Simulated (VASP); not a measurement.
# PbS (Cmcm) in VASP: electric field gradients with PBE

Aim: the electric field gradients of PbS with PBE.

Program: VASP 6.6.1. These are calculated values, not measurements. Logs are shortened: lines on timing, memory, paths and dates and some standing lists are left out, and cuts for length are marked.

## (1) The cell of the first run

Symmetry: Cmcm, No. 63, orthorhombic system. Conventional cell: a = 4.160 Å, b = 11.983 Å, c = 4.279 Å, α = 90.00°, β = 90.00°, γ = 90.00°. Pb (site symmetry m2m) has 5 S at 2.69 to 2.99 Å within 3.5 Å. S (site symmetry m2m) has 5 Pb at 2.69 to 2.99 Å within 3.5 Å.

## (2) Electric field gradients, PBE

File INCAR:

```
PREC = Accurate ; ENCUT = 520
EDIFF = 1E-8 ; ISMEAR = -1
SIGMA = 0.02 ; LREAL = F
LASPH = T ; NELM = 100
ALGO = Normal ; ISIF = 2
LWAVE = F ; LCHARG = F
GGA = PE ; LEFG = T
NBANDS = 28
```

File KPOINTS:

```
regular mesh
0
Gamma
  7 7 7
```

File POSCAR:

```
PbS
1.0
    2.0799526950     -5.9912968650      0.0000000000
    2.0799526950      5.9912968650      0.0000000000
    0.0000000000      0.0000000000      4.2793209400
Pb S
2 2
Direct
    0.8694366500      0.1305633500      0.7500000000
    0.1305633500      0.8694366500      0.2500000000
    0.6452029100      0.3547970900      0.7500000000
    0.3547970900      0.6452029100      0.2500000000
```

Potentials or basis: VASP PAW PBE potentials, release 64 (Pb_d, S).

On the command line:

```
> cat potpaw_PBE.64/Pb_d/POTCAR potpaw_PBE.64/S/POTCAR > POTCAR
> mpirun -np 1 vasp_std > vasp.out
```

OUTCAR:

```text
PREC = Accurate
   ENCUT = 520
   EDIFF = 1E-8
   ISMEAR = -1
   LREAL = F
   LASPH = T
   NELM = 100
   ISIF = 2
   GGA = PE

 ion  position               nearest neighbor table
   1  0.869  0.131  0.750-   3 2.69   4 2.99   4 2.99   4 2.99   4 2.99   2 3.79   2 3.79   2 4.13
                             2 4.13   2 4.13   2 4.13
   2  0.131  0.869  0.250-   4 2.69   3 2.99   3 2.99   3 2.99   3 2.99   1 3.79   1 3.79   1 4.13
                             1 4.13   1 4.13   1 4.13
   3  0.645  0.355  0.750-   1 2.69   2 2.99   2 2.99   2 2.99   2 2.99
   4  0.355  0.645  0.250-   2 2.69   1 2.99   1 2.99   1 2.99   1 2.99

  LATTYP: Found a base centered orthorhombic cell.
 ALAT       =     4.1599053900
 B/A-ratio  =     2.8804966956
 C/A-ratio  =     1.0287063139

  Lattice vectors:

 A1 = (   2.0799526950,  -5.9912968650,   0.0000000000)
 A2 = (   2.0799526950,   5.9912968650,   0.0000000000)
 A3 = (   0.0000000000,   0.0000000000,   4.2793209400)

Analysis of symmetry for initial positions (statically):
=====================================================================
 Subroutine PRICEL returns:
 Original cell was already a primitive cell.

 Routine SETGRP: Setting up the symmetry group for a
 base centered orthorhombic supercell.

 Subroutine GETGRP returns: Found  8 space group operations
 (whereof  4 operations were pure point group operations)
 out of a pool of  8 trial point group operations.

The static configuration has the point symmetry C_2h.
 The point group associated with its full space group is D_2h.

Analysis of symmetry for dynamics (positions and initial velocities):
=====================================================================
 Subroutine PRICEL returns:
 Original cell was already a primitive cell.

 Routine SETGRP: Setting up the symmetry group for a
 base centered orthorhombic supercell.

 Subroutine GETGRP returns: Found  8 space group operations
 (whereof  4 operations were pure point group operations)
 out of a pool of  8 trial point group operations.

The dynamic configuration has the point symmetry C_2h.
 The point group associated with its full space group is D_2h.

[... 144 lines left out ...]
  ---------------------------------------------------
  free energy    TOTEN  =       -17.37543944 eV

  energy without entropy =      -17.37543944  energy(sigma->0) =      -17.37543944

 E-fermi :   5.3739     XC(G=0):  -9.5796

 val. band max:        4.8916231539   @ k =  -0.2857   0.2857   0.4286
 cond. band min:       6.1138184355   @ k =   0.4286   0.4286   0.0000
 fundamental gap:      1.2221952817
 Fermi energy:         5.3738631342

 k-point     1 :       0.0000    0.0000    0.0000
  band No.  band energies     occupation
      1     -11.4647      2.00000
      2     -11.3698      2.00000
      3     -11.3623      2.00000
      4     -11.3576      2.00000
      5     -11.3226      2.00000
      6     -11.3195      2.00000
[... 733 lines left out ...]
     27      12.4216      0.00000
     28      13.0439      0.00000

 [... further k-points ...]

------------------------ aborting loop because EDIFF is reached ----------------------------------------

  FORCE on cell =-STRESS in cart. coord.  units (eV):
  Direction    XX          YY          ZZ          XY          YZ          ZX
  --------------------------------------------------------------------------------------
  -------------------------------------------------------------------------------------
  Total        0.6069937      0.8319095      0.5535451      0.0000000      0.0000000      0.0000000
  in kB        9.1183363     12.4970499      8.3154247      0.0000000      0.0000000      0.0000000
  external PRESSURE =       9.9769369 kB  Pullay stress =       0.0000000 kB

 VOLUME and BASIS-vectors are now :
 -----------------------------------------------------------------------------
  energy-cutoff  :      520.00
  volume of cell :      106.65
      direct lattice vectors                 reciprocal lattice vectors
     2.079952695 -5.991296865  0.000000000     0.240390083 -0.083454386  0.000000000
     2.079952695  5.991296865  0.000000000     0.240390083  0.083454386  0.000000000
     0.000000000  0.000000000  4.279320940     0.000000000  0.000000000  0.233681936

 POSITION                                       TOTAL-FORCE (eV/Angst)
 -----------------------------------------------------------------------------------
      2.07995     -4.42681      3.20949         0.000000     -0.072299     -0.000000
      2.07995      4.42681      1.06983         0.000000      0.072299      0.000000
      2.07995     -1.73991      3.20949         0.000000      0.100065      0.000000
      2.07995      1.73991      1.06983         0.000000     -0.100065      0.000000
 -----------------------------------------------------------------------------------
    total drift:                               -0.000000     -0.000000      0.000000

  FREE ENERGIE OF THE ION-ELECTRON SYSTEM (eV)
  ---------------------------------------------------
  free  energy   TOTEN  =       -17.3754394370 eV

  energy  without entropy=      -17.3754394370  energy(sigma->0) =      -17.37543944

 Electric field gradients (V/A^2)
---------------------------------------------------------------------
 ion       V_xx      V_yy      V_zz      V_xy      V_xz      V_yz
---------------------------------------------------------------------
   1     129.642  -232.167   102.524    -0.000     0.000    -0.000
   2     129.642  -232.167   102.524    -0.000     0.000     0.000
   3      -4.193     3.622     0.571    -0.000    -0.000     0.000
   4      -4.193     3.622     0.571     0.000     0.000    -0.000
---------------------------------------------------------------------

 Electric field gradients after diagonalization (V/A^2)
 (convention: |V_zz| > |V_xx| > |V_yy|)
----------------------------------------------------------------------
 ion       V_xx      V_yy      V_zz     asymmetry (V_yy - V_xx)/ V_zz
----------------------------------------------------------------------
   1     129.642   102.524  -232.167       0.117
   2     129.642   102.524  -232.167       0.117
   3       3.622     0.571    -4.193       0.727
   4       3.622     0.571    -4.193       0.727
----------------------------------------------------------------------

           NMR quadrupolar parameters

 Cq : quadrupolar parameter    Cq=e*Q*V_zz/h
 eta: asymmetry parameters     (V_yy - V_xx)/ V_zz
 Q  : nuclear electric quadrupole moment in mb (millibarn)
----------------------------------------------------------------------
 ion       Cq(MHz)       eta       Q (mb)
----------------------------------------------------------------------
   1      -0.561       0.117       1.000
   2      -0.561       0.117       1.000
   3      -0.010       0.727       1.000
   4      -0.010       0.727       1.000
----------------------------------------------------------------------
```

OSZICAR:

```text
N       E                     dE             d eps       ncg     rms          rms(c)
DAV:   1     0.420363128328E+03    0.42036E+03   -0.18965E+04  3592   0.153E+03
[... 11 lines left out ...]
DAV:  13    -0.173754403008E+02    0.13805E-05   -0.40169E-06  4676   0.152E-02    0.110E-02
DAV:  14    -0.173754396755E+02    0.62533E-06   -0.10477E-06  5356   0.686E-03    0.291E-03
DAV:  15    -0.173754395174E+02    0.15810E-06   -0.12844E-07  4412   0.230E-03    0.955E-04
DAV:  16    -0.173754394022E+02    0.11525E-06   -0.49904E-08  3676   0.155E-03    0.279E-04
DAV:  17    -0.173754394166E+02   -0.14479E-07   -0.59154E-09  2232   0.697E-04    0.327E-04
DAV:  18    -0.173754394295E+02   -0.12827E-07   -0.13171E-09  2184   0.298E-04    0.222E-04
DAV:  19    -0.173754394370E+02   -0.75511E-08   -0.59153E-10  2112   0.303E-04
   1 F= -.17375439E+02 E0= -.17375439E+02  d E =-.764247E-12
```

Wall time 6.7 min (1 thread of Intel Xeon 8259CL, shared host); peak memory 0.35 GiB.

Results:

| Quantity | Value |
| --- | --- |
| Free energy | -17.3754 eV |
| Pressure | 1.0 GPa |
| Largest force | 0.100 eV/Å |
| Band gap on the k mesh | 1.22 eV, indirect (least direct gap 1.43 eV) |

Forces in eV/Å, atoms in the order of the input:
```
Pb   0.000 -0.072  0.000
Pb   0.000  0.072  0.000
S    0.000  0.100  0.000
S    0.000 -0.100  0.000
```

Stress tensor (GPa, compression positive):
```
0.91 0.00 0.00
0.00 1.25 0.00
0.00 0.00 0.83
```

Levels at points of the mesh, in eV from the valence-band top:
| k point | band 18 | band 19 | band 20 | band 21 | band 22 | band 23 |
| --- | --- | --- | --- | --- | --- | --- |
| (0.00, 0.00, 0.00) | -1.61 | -1.44 | -0.46 | 4.70 | 4.77 | 4.92 |

Electric field gradients, principal values (V/Å²):
```tsv
atom	least	middle	greatest (by size)
1 Pb	102.524	129.642	-232.167
2 Pb	102.524	129.642	-232.167
3 S	0.571	3.622	-4.193
4 S	0.571	3.622	-4.193
```

Caveat: without QUAD_EFG the Cq values of the log hold for a quadrupole moment of 1 mb, not for the nuclei; spin-orbit coupling is left out, which moves the levels of the heavy elements. A k mesh can miss the band edges.
